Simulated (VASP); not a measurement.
# Cu (Cmme) in VASP: a series of runs

Cu is run at these levels: PBEsol; tasks: single point.

Everything below comes from runs of VASP 6.6.1. Logs are shortened: lines on timing, memory, paths and dates and some standing lists are left out, and cuts for length are marked.

## Step 1: The cell of the first run

It takes space group Cmme (No. 67, orthorhombic). Conventional cell: a = 2.720 Å, b = 4.087 Å, c = 4.087 Å, α = 90.00°, β = 90.00°, γ = 90.00°. Within 3.1 Å of Cu (site symmetry mm2) lie 14 Cu at 2.28 to 3.04 Å.

## Step 2: Single point, PBEsol (atoms displaced along a vibrational mode)

The input, INCAR:

```
SYSTEM = Cu
  ALGO = Fast
  EDIFF = 1E-6
  ENCUT = 520
  GGA = PS
  ISIF = 2
  ISMEAR = 0
  LASPH = .True.
  LCHARG = .True.
  LELF = .True.
  LREAL = .False.
  LVHAR = .True.
  LWAVE = .False.
  NBANDS = 18
  NELM = 60
  PREC = Accurate
  SIGMA = 0.15
```

The input, KPOINTS:

```
k-points
0
Gamma
  26 26 14
  0 0 0
```

The input, POSCAR:

```
Cu
1.0
   -1.4450917219      1.4450917219      1.3600072129
    1.4450917219     -1.4450917219      1.3600072129
    2.8901834438      2.8901834438      0.0000000000
Cu
2
Direct
    0.0000000000      0.0000000000      0.0256891002
    0.5000000000      0.5000000000      0.4743108998
```

Potentials or basis: VASP PAW PBE potentials, release 64 (Cu).

Started as:

```
> cat potpaw_PBE.64/Cu/POTCAR > POTCAR
> mpirun -np 1 vasp_std > vasp.out
```

OUTCAR:

```text
SYSTEM = Cu
   EDIFF = 1E-6
   ENCUT = 520
   GGA = PS
   ISIF = 2
   ISMEAR = 0
   LASPH = .True.
   LREAL = .False.
   NELM = 60
   PREC = Accurate

 ion  position               nearest neighbor table
   1  0.000  0.000  0.026-   2 2.28   2 2.28   2 2.63   2 2.63   2 2.75   2 2.75
   2  0.500  0.500  0.474-   1 2.28   1 2.28   1 2.63   1 2.63   1 2.75   1 2.75

  LATTYP: Found a base centered orthorhombic cell.
 ALAT       =     2.7200144258
 B/A-ratio  =     1.5026893186
 C/A-ratio  =     1.5026893186

  Lattice vectors:

 A1 = (  -1.4450917219,   1.4450917219,   1.3600072129)
 A2 = (   1.4450917219,  -1.4450917219,   1.3600072129)
 A3 = (   2.8901834438,   2.8901834438,   0.0000000000)

Analysis of symmetry for initial positions (statically):
=====================================================================
 Subroutine PRICEL returns:
 Original cell was already a primitive cell.

 Routine SETGRP: Setting up the symmetry group for a
 base centered orthorhombic supercell.

 Subroutine GETGRP returns: Found  8 space group operations
 (whereof  4 operations were pure point group operations)
 out of a pool of  8 trial point group operations.

The static configuration has the point symmetry C_2v.
 The point group associated with its full space group is D_2h.

Analysis of symmetry for dynamics (positions and initial velocities):
=====================================================================
 Subroutine PRICEL returns:
 Original cell was already a primitive cell.

 Routine SETGRP: Setting up the symmetry group for a
 base centered orthorhombic supercell.

 Subroutine GETGRP returns: Found  8 space group operations
 (whereof  4 operations were pure point group operations)
 out of a pool of  8 trial point group operations.

The dynamic configuration has the point symmetry C_2v.
 The point group associated with its full space group is D_2h.

 Subroutine INISYM returns: Found  8 space group operations
 (whereof  4 operations are pure point group operations),
 and found     1 'primitive' translations

----------------------------------------------------------------------------------------

                                     Primitive cell

  volume of cell :      22.7207

  direct lattice vectors                    reciprocal lattice vectors
    -1.445091722  1.445091722  1.360007213    -0.172999399  0.172999399  0.367645109
     1.445091722 -1.445091722  1.360007213     0.172999399 -0.172999399  0.367645109
     2.890183444  2.890183444  0.000000000     0.172999399  0.172999399  0.000000000

  length of vectors
     2.454831927  2.454831927  4.087336624     0.441611266  0.441611266  0.244658097

  position of ions in fractional coordinates (direct lattice)
     0.000000000  0.000000000  0.025689100
     0.500000000  0.500000000  0.474310900

  ion indices of the primitive-cell ions
   primitive index   ion index
                 1           1
                 2           2

----------------------------------------------------------------------------------------

 KPOINTS: k-points

Automatic generation of k-mesh.
 Grid dimensions read from file:
 generate k-points for:   26   26   14

 Generating k-lattice:

  Cartesian coordinates                     Fractional coordinates (reciprocal lattice)
    -0.006653823  0.006653823  0.014140196     0.038461538  0.000000000  0.000000000
     0.006653823 -0.006653823  0.014140196     0.000000000  0.038461538  0.000000000
     0.012357100  0.012357100  0.000000000     0.000000000  0.000000000  0.071428571

  Length of vectors
     0.016985049  0.016985049  0.017475578

  Shift w.r.t. Gamma in fractional coordinates (k-lattice)
     0.000000000  0.000000000  0.000000000

 Subroutine IBZKPT returns following result:
 ===========================================

 Found   1464 irreducible k-points:

 Following reciprocal coordinates:
            Coordinates               Weight
  0.000000  0.000000  0.000000      1.000000
  0.038462 -0.000000  0.000000      4.000000
  0.076923 -0.000000  0.000000      4.000000
  0.115385 -0.000000  0.000000      4.000000
  0.153846 -0.000000  0.000000      4.000000
  0.192308 -0.000000  0.000000      4.000000
[... 16 lines left out ...]
  0.346154  0.038462  0.000000      4.000000
  0.384615  0.038462  0.000000      4.000000
 [... further k-points ...]
   k-points           NKPTS =   1464   k-points in BZ     NKDIM =   1464   number of bands    NBANDS=     18
   number of dos      NEDOS =    301   number of ions     NIONS =      2
   total plane-waves  NPLWV =   9720
   dimension x,y,z NGX =    18 NGY =   18 NGZ =   30
   dimension x,y,z NGXF=    36 NGYF=   36 NGZF=   60
   ions per type =               2
   NGX,Y,Z   is equivalent  to a cutoff of  12.19, 12.19, 12.20 a.u.
   NGXF,Y,Z  is equivalent  to a cutoff of  24.38, 24.38, 24.40 a.u.
 SYSTEM =  Cu
   PREC   = accura    normal or accurate (medium, high low for compatibility)
   ISTART =      0    job   : 0-new  1-cont  2-samecut
   ICHARG =      2    charge: 1-file 2-atom 10-const
   ISPIN  =      1    spin polarized calculation?
   LNONCOLLINEAR =      F non collinear calculations
   LSORBIT =      F    spin-orbit coupling
   LASPH  =      T    aspherical Exc in radial PAW
   ENCUT  =  520.0 eV  38.22 Ry    6.18 a.u.   4.56  4.56  7.60*2*pi/ulx,y,z
   NELM   =     60;   NELMIN=  2; NELMDL= -5     # of ELM steps
   EDIFF  = 0.1E-05   stopping-criterion for ELM
   LREAL  =      F    real-space projection
   EDIFFG = 0.1E-04   stopping-criterion for IOM
   NSW    =      0    number of steps for IOM
   IBRION =     -1    ionic relax: 0-MD 1-quasi-New 2-CG
   NFREE  =      0    steps in history (QN), initial steepest desc. (CG)
   ISIF   =      2    stress and relaxation
   ISYM   =      2    0-nonsym 1-usesym 2-fastsym
   POTIM  = 0.5000    time-step for ionic-motion
   TEBEG  =    0.0;   TEEND  =   0.0 temperature during run
   PSTRESS=    0.0 pullay stress
   NELECT =      22.0000    total number of electrons
   NUPDOWN=      -1.0000    fix difference up-down
   EMIN   =  10.00;   EMAX   =-10.00  energy-range for DOS
   EFERMI =   0.00;   METHOD = LEGACY
   ISMEAR =     0;   SIGMA  =   0.15  broadening in eV -4-tet -1-fermi 0-gaus
   EFERMI_NEDOS =   21; number of points for ismear=-14 and -15
   IALGO  =     68    algorithm
   IMIX   =      4    mixing-type and parameters
     AMIX     =   0.40;   BMIX     =  1.00
     AMIX_MAG =   1.60;   BMIX_MAG =  1.00
  volume/ion in A,a.u.               =      11.36        76.66
  Fermi-wavevector in a.u.,A,eV,Ry     =   1.619602  3.060605 35.689600  2.623112
  Thomas-Fermi vector in A             =   2.713677
   LORBIT       =      0    0 simple, 1 ext, 2 COOP (PROOUT), +10 PAW based schemes
   GGA     = PS    functional components
   LHFCALC =     F    Hartree Fock is set to
   AEXX    =    0.0000 exact exchange contribution
   IVDW    =     0    specifies the selected vdW correction
   LEPSILON=     F    determine dielectric tensor
   LRPA    =     F    only Hartree local field effects (RPA)
 non-spin polarized calculation
 RMM-DIIS sequential band-by-band and
 Gauss-broadening in eV      SIGMA  =   0.15
  energy-cutoff  :      520.00
  volume of cell :       22.72
 maximum number of plane-waves:       632
   NGX =  9   NGY =  9   NGZ = 15

 number of electron      22.0000007 magnetization

 Free energy of the ion-electron system (eV)
  ---------------------------------------------------
  ext. energy  EPLUGINS =         0.00000000
  ---------------------------------------------------
  free energy    TOTEN  =        -8.35759318 eV

  energy without entropy =       -8.34978456  energy(sigma->0) =       -8.35368887

 E-fermi :   7.9069     XC(G=0): -13.1126

 val. band max:        7.9064902004   @ k =   0.5000   0.2308   0.0714
 cond. band min:       7.9069338615   @ k =   0.1923  -0.0000   0.2143
 fundamental gap:      0.0004436611
 Fermi energy:         7.9069202177

 k-point     1 :       0.0000    0.0000    0.0000
  band No.  band energies     occupation
      1      -1.8267      2.00000
      2       2.4926      2.00000
      3       4.0365      2.00000
      4       4.4570      2.00000
      5       4.6077      2.00000
      6       4.7796      2.00000
[... 10 lines left out ...]
     17      32.6349      0.00000
     18      32.8449      0.00000

 k-point     2 :       0.0385   -0.0000    0.0000
  band No.  band energies     occupation
      1      -1.7808      2.00000
      2       2.5204      2.00000
      3       4.0372      2.00000
      4       4.4629      2.00000
      5       4.6035      2.00000
      6       4.7823      2.00000
[... 10 lines left out ...]
     17      32.3919      0.00000
     18      32.8770      0.00000

 k-point     3 :       0.0769   -0.0000    0.0000
  band No.  band energies     occupation
      1      -1.6435      2.00000
      2       2.6021      2.00000
      3       4.0376      2.00000
      4       4.4731      2.00000
      5       4.5907      2.00000
      6       4.7979      2.00000
[... 10 lines left out ...]
     17      32.0096      0.00000
     18      32.3337      0.00000

 k-point     4 :       0.1154   -0.0000    0.0000
  band No.  band energies     occupation
      1      -1.4167      2.00000
      2       2.7327      2.00000
      3       4.0329      2.00000
      4       4.4682      2.00000
      5       4.5693      2.00000
      6       4.8448      2.00000
[... 375 lines left out ...]
      4       4.1356      2.00000
      5       4.2848      2.00000
      6       4.4523      2.00000
[... 10 lines left out ...]
     17      23.4741      0.00000
     18      28.7411      0.00000

 k-point    23 :       0.3462    0.0385    0.0000
  band No.  band energies     occupation
      1       1.6643      2.00000
      2       3.4501      2.00000
      3       4.0015      2.00000
      4       4.0504      2.00000
      5       4.2650      2.00000
      6       4.4741      2.00000
[... 10 lines left out ...]
     17      23.3305      0.00000
     18      28.1190      0.00000

 k-point    24 :       0.3846    0.0385    0.0000
  band No.  band energies     occupation
      1       2.1748      2.00000
      2       3.3654      2.00000
      3       3.9953      2.00000
      4       4.0062      2.00000
      5       4.2866      2.00000
      6       4.5031      2.00000
[... 10 lines left out ...]
     17      23.2860      0.00000
     18      27.6017      0.00000

 [... further k-points ...]
[... 5 lines left out ...]
  --------------------------------------------------------------------------------------
  -------------------------------------------------------------------------------------
  Total        0.6873098      0.6873098      0.9005870      0.4732875      0.0000000     -0.0000000
  in kB       48.4664401     48.4664401     63.5059221     33.3744131      0.0000000     -0.0000000
  external PRESSURE =      53.4796008 kB  Pullay stress =       0.0000000 kB

 VOLUME and BASIS-vectors are now :
 -----------------------------------------------------------------------------
  energy-cutoff  :      520.00
  volume of cell :       22.72
      direct lattice vectors                 reciprocal lattice vectors
    -1.445091722  1.445091722  1.360007213    -0.172999399  0.172999399  0.367645109
     1.445091722 -1.445091722  1.360007213     0.172999399 -0.172999399  0.367645109
     2.890183444  2.890183444  0.000000000     0.172999399  0.172999399  0.000000000

 POSITION                                       TOTAL-FORCE (eV/Angst)
 -----------------------------------------------------------------------------------
      0.07425      0.07425      0.00000        -1.310248     -1.310248      0.000000
      1.37085      1.37085      1.36001         1.310248      1.310248      0.000000
 -----------------------------------------------------------------------------------
    total drift:                               -0.000000     -0.000000      0.000000

  FREE ENERGIE OF THE ION-ELECTRON SYSTEM (eV)
  ---------------------------------------------------
  free  energy   TOTEN  =        -8.3575931766 eV

  energy  without entropy=       -8.3497845610  energy(sigma->0) =       -8.35368887
```

It took 3.5 min on 1 thread of Intel Xeon 6975P-C (Granite Rapids), shared host; peak memory 0.55 GiB.

What came out:

```yaml
Free_energy: -8.3576 eV
Pressure: 5.3 GPa
Largest_force: 1.853 eV/Å
Band_gap_on_the_k_mesh: zero (bands 11 and 12 overlap by 6.18 eV)
```

Forces on the atoms (eV/Å):
```
Cu  -1.310 -1.310  0.000
Cu   1.310  1.310  0.000
```

Levels at points of the mesh, in eV from the Fermi level:
```csv
k point,band 8,band 9,band 10,band 11,band 12,band 13,band 14,band 15
"(0.00, 0.00, 0.00)",-2.34,-2.16,-2.06,-1.36,-0.86,3.93,18.84,19.26
"(0.50, 0.00, 0.00)",-2.31,-1.82,-1.82,0.45,0.45,8.40,8.40,10.15
"(0.50, 0.50, 0.00)",-1.56,-1.53,-1.42,-1.02,4.12,7.69,7.72,9.93
"(0.00, 0.00, 0.50)",-2.46,-2.46,-2.16,-2.09,-1.92,11.76,14.36,20.88
"(0.50, 0.00, 0.50)",-2.00,-1.44,-1.44,-0.49,-0.49,4.76,4.76,17.32
"(0.50, 0.50, 0.50)",-2.34,-1.60,-1.46,2.27,3.66,4.81,5.02,12.61
```

Caveat: the cell differs from its parent crystal (atoms displaced along a vibrational mode); the cell stands under pressure; the PAW data sets were made with another functional, which shifts forces and pressure a little.

## Step 3: Single point, PBEsol (atoms displaced along a vibrational mode)

The input, INCAR:

```
PREC = Accurate ; ENCUT = 520
EDIFF = 1E-7 ; ISMEAR = 0
SIGMA = 0.15 ; LREAL = False
LASPH = True ; NELM = 100
ALGO = Fast ; ISIF = 2
LWAVE = False ; LCHARG = False
GGA = PS ; NBANDS = 18
```

The input, KPOINTS:

```
Automatic mesh
0
Gamma
  26 26 14
```

The input, POSCAR:

```
Cu
1.0
   -1.4450917219      1.4450917219      1.3600072129
    1.4450917219     -1.4450917219      1.3600072129
    2.8901834438      2.8901834438      0.0000000000
Cu
2
Direct
    0.0000000000      0.0000000000      0.0183493573
    0.5000000000      0.5000000000      0.4816506427
```

Potentials or basis: VASP PAW PBE potentials, release 64 (Cu).

Started as:

```
> cat potpaw_PBE.64/Cu/POTCAR > POTCAR
> mpirun -np 1 vasp_std > vasp.out
```

It took 3.8 min on 1 thread of Intel Xeon 6975P-C (Granite Rapids), shared host; peak memory 0.55 GiB.

It converged, with:

| Quantity | Value |
| --- | --- |
| Free energy | -8.4510 eV |
| Pressure | 3.4 GPa |
| Largest force | 1.273 eV/Å |
| Band gap on the k mesh | zero (bands 11 and 12 overlap by 6.35 eV) |

Forces in eV/Å, atoms in the order of the input:
```
Cu  -0.900 -0.900  0.000
Cu   0.900  0.900  0.000
```

Stress tensor (GPa, compression positive):
```
3.18 1.74 0.00
1.74 3.18 0.00
0.00 0.00 3.91
```

Levels at points of the mesh, in eV from the Fermi level:
| k point | band 7 | band 8 | band 9 | band 10 | band 11 | band 12 | band 13 | band 14 | band 15 | band 16 |
| --- | --- | --- | --- | --- | --- | --- | --- | --- | --- | --- |
| (0.00, 0.00, 0.00) | -2.39 | -2.32 | -2.13 | -2.04 | -1.38 | -0.94 | 4.02 | 18.87 | 19.27 | 22.85 |
| (0.50, 0.00, 0.00) | -2.30 | -2.30 | -1.81 | -1.81 | 0.47 | 0.47 | 8.61 | 8.61 | 9.90 | 9.90 |
| (0.50, 0.50, 0.00) | -1.61 | -1.55 | -1.53 | -1.41 | -1.02 | 4.12 | 7.63 | 7.65 | 9.94 | 13.25 |
| (0.00, 0.00, 0.50) | -2.68 | -2.48 | -2.46 | -2.13 | -2.07 | -2.02 | 12.12 | 14.00 | 21.07 | 21.98 |
| (0.50, 0.00, 0.50) | -1.95 | -1.95 | -1.41 | -1.41 | -0.51 | -0.51 | 4.78 | 4.78 | 17.32 | 17.32 |
| (0.50, 0.50, 0.50) | -2.47 | -2.46 | -1.56 | -1.46 | 2.46 | 3.45 | 4.83 | 4.97 | 12.79 | 13.71 |

Caveat: the cell differs from its parent crystal (atoms displaced along a vibrational mode); the cell stands under pressure; the PAW data sets were made with another functional, which shifts forces and pressure a little.
